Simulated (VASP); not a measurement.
A run of VASP 6.6.1:

Contents of INCAR:

```
PREC     = Accurate       # precision mode
ENCUT    = 520            # plane-wave cutoff, eV
EDIFF    = 1E-7           # SCF threshold, eV
ISMEAR   = 0              # smearing method
SIGMA    = 0.1            # smearing width, eV
LREAL    = F              # projectors in reciprocal space
LASPH    = T              # aspherical terms in the spheres
NELM     = 100            # most SCF steps
ALGO     = Normal         # electronic algorithm
ISIF     = 2              # what is computed and relaxed
LWAVE    = F              # write WAVECAR
LCHARG   = F              # write CHGCAR
GGA      = PE             # functional
NBANDS   = 16             # bands
```

KPOINTS

```
regular mesh
0
Gamma
  14 14 14
```

POSCAR

```
NaY
1.0
    4.0118792385      0.0000000000      0.0000000000
    0.0000000000      4.0118792385      0.0000000000
    0.0000000000      0.0000000000      4.0118792385
Na Y
1 1
Direct
    0.0000000000      0.0000000000      0.0000000000
    0.5000000000      0.5000000000      0.5000000000
```

Potentials or basis: VASP PAW PBE potentials, release 64 (Na_pv, Y_sv).

Command:

```sh
$ cat potpaw_PBE.64/Na_pv/POTCAR potpaw_PBE.64/Y_sv/POTCAR > POTCAR
$ mpirun -np 1 vasp_std > vasp.out
```

Hardware: 1 thread of Intel(R) Xeon(R) Platinum 8375C CPU @ 2.90GHz (Ice Lake), with other jobs on the host.

Estimate the wall time of this run.

It took 2.3 min on 1 thread of Intel(R) Xeon(R) Platinum 8375C CPU @ 2.90GHz (Ice Lake), on a shared host, peak memory 0.28 GiB. Counts: scf iterations 14, k points 120.
